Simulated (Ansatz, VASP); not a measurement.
## One calculation of MoS2, two programs

POSCAR

```
MoS2
1.0
    1.5875903429      0.9165957119      6.1939280739
   -1.5875903429      0.9165957119      6.1939280739
    0.0000000000     -1.8331914237      6.1939280739
Mo S
1 2
Direct
    0.0000965174      0.0000965174      0.0000965174
    0.2497906778      0.2497906778      0.2497906778
    0.4171128049      0.4171128049      0.4171128049
```

The input INCAR.step1:

```
SYSTEM = MoS2
PREC = Accurate
ENCUT = 520
ISMEAR = 0
SIGMA = 0.01
LREAL = .FALSE.
LASPH = .TRUE.
NELM = 60
NBANDS = 20
GGA = PE
ALGO = Normal
EDIFF = 1E-4
LWAVE = .TRUE.
LCHARG = .FALSE.
```

INCAR.step2

```
SYSTEM = MoS2
PREC = Accurate
ENCUT = 520
EDIFF = 1E-7
ISMEAR = 0
SIGMA = 0.01
LREAL = .FALSE.
LASPH = .TRUE.
NELM = 60
ALGO = Normal
ISIF = 2
LWAVE = .FALSE.
LCHARG = .FALSE.
METAGGA = R2SCAN
LMIXTAU = .TRUE.
NBANDS = 20
ISTART = 1
```

KPOINTS

```
regular mesh
0
G
  10 10 10
  0 0 0
```

Input for Ansatz:

```yaml
crystal:
  lattice:
    - [1.5875903429, 0.9165957119, 6.1939280739]
    - [-1.5875903429, 0.9165957119, 6.1939280739]
    - [0.0, -1.8331914237, 6.1939280739]
  atoms:
    - { symbol: Mo, position: [9.65174e-05, 9.65174e-05, 9.65174e-05] }
    - { symbol: S, position: [0.2497906778, 0.2497906778, 0.2497906778] }
    - { symbol: S, position: [0.4171128049, 0.4171128049, 0.4171128049] }
kpoints:
  mp_grid: { grid: [10, 10, 10] }
  band_path:
    path:
      - [0.0, 0.0, 0.0]
      - [-0.5, -0.5, -0.5]
      - [-0.5, -0.1812659678, -0.8187340322]
      - [-0.1812659678, 0.1812659678, -0.5]
      - [0.0, 0.0, -0.5]
      - [0.0, 0.3406329839, -0.3406329839]
      - [-0.3406329839, 0.0, -0.6593670161]
      - [-0.5, 0.0, -0.5]
      - [-0.179687, 0.0, 0.179688]
      - [-0.163139371, 0.163139371, -0.5]
    npoints: 1
hamiltonian:
  xc: r2scan
scf:
  occupations: { method: fixed }
  n_extra_bands: 4
output:
  forces: true
  stress: true
  eigenvalues: true
```

Alike in both runs: task single point; functional r2SCAN; k mesh 10 × 10 × 10; no spin polarisation.

|  | VASP | Ansatz |
| --- | --- | --- |
| version | VASP 6.6.1 | Ansatz 0.2.0 |
| potentials or method | VASP PAW PBE potentials, release 64 (Mo_sv, S) | plane waves, PAW |
| plane-wave cutoff (eV) | 520 | 500 |
| occupations | gaussian, width 0.01 eV | fixed |
| valence electrons in the cell | 26 | 26 |

```csv
,VASP,Ansatz,Ansatz less VASP
gap on the k mesh at the Fermi level (eV),1.09,1.08,-0.013
pressure (GPa),1.2,1.2,-0.05
"traceless stress, the component that is largest in VASP (GPa)",-0.15,-0.10,+0.058
rms of the force components (eV/Å),0.024,0.026,+0.0019
```

VASP's potentials were made for PBE, not for r2SCAN. Atom by atom the forces differ by 0.002 eV/Å (rms over components).
